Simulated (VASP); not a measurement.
Write the native input for VASP 6.6.1 that does the following.

```yaml
Task: relaxation of cell and atoms
Functional: PBE
Potentials_or_basis: VASP PAW PBE potentials, release 64 (La, O)
Cutoff: 600 eV
k_mesh: 5 × 5 × 8
Occupations: fermi-dirac, width 0.05 eV
Spin: no spin polarisation
Dipole_correction: no
Further_INCAR_settings: ALGO = Normal; EDIFF = 1e-06; IBRION = 2; EDIFFG = -0.01; NSW = 60; ISIF = 3
```

The structure of La2O3 lies in POSCAR:

```
La2O3
1.0
    6.2667802772      0.0000000000      0.0000000000
   -3.1333901386      5.4271909200      0.0000000000
    0.0000000000      0.0000000000      3.2997660000
La O
2 3
Direct
    0.6666666667      0.3333333333      0.5000000000
    0.3333333333      0.6666666667      0.5000000000
    0.5080139900      0.0000000000      0.0000000000
    0.0000000000      0.5080139900      0.0000000000
    0.4919860100      0.4919860100      0.0000000000
```

The input as run:

INCAR

```
SYSTEM = La2O3
  ALGO = Normal
  EDIFF = 1E-6
  EDIFFG = -0.01
  ENCUT = 600
  GGA = PE
  IBRION = 2
  ISIF = 3
  ISMEAR = -1
  LASPH = .TRUE.
  LCHARG = .FALSE.
  LREAL = .FALSE.
  LWAVE = .FALSE.
  NELM = 80
  NSW = 60
  PREC = Accurate
  SIGMA = 0.05
```

KPOINTS

```
k-points
0
G
  5 5 8
  0 0 0
```

Potentials or basis: VASP PAW PBE potentials, release 64 (La, O).

Command:

```sh
$ cat potpaw_PBE.64/La/POTCAR potpaw_PBE.64/O/POTCAR > POTCAR
$ mpirun -np 1 vasp_std > vasp.out
```

Results of the run:

```yaml
Relaxed_volume: 23.04 Å³/atom
Relaxed_cell: a = 6.364 Å, b = 6.364 Å, c = 3.284 Å, α = 90.00°, β = 90.00°, γ = 120.00°
Space_group_after_relaxing_to_0.1_Å: P6/mmm (No. 191)
Energy_gained_by_relaxing: 6.3 meV/atom
Ionic_steps: 13
Pressure_after_relaxing: 0.0 GPa
Band_gap_on_the_k_mesh: 1.62 eV (least direct gap 2.07 eV)
```

Caveat: spin-orbit coupling is left out, which moves the levels of the heavy elements; an odd mesh through Γ misses points on the zone boundary, where band edges can lie.

It took 16 min on 1 thread of Intel Xeon 8259CL, with other jobs on the host, peak memory 0.32 GiB.
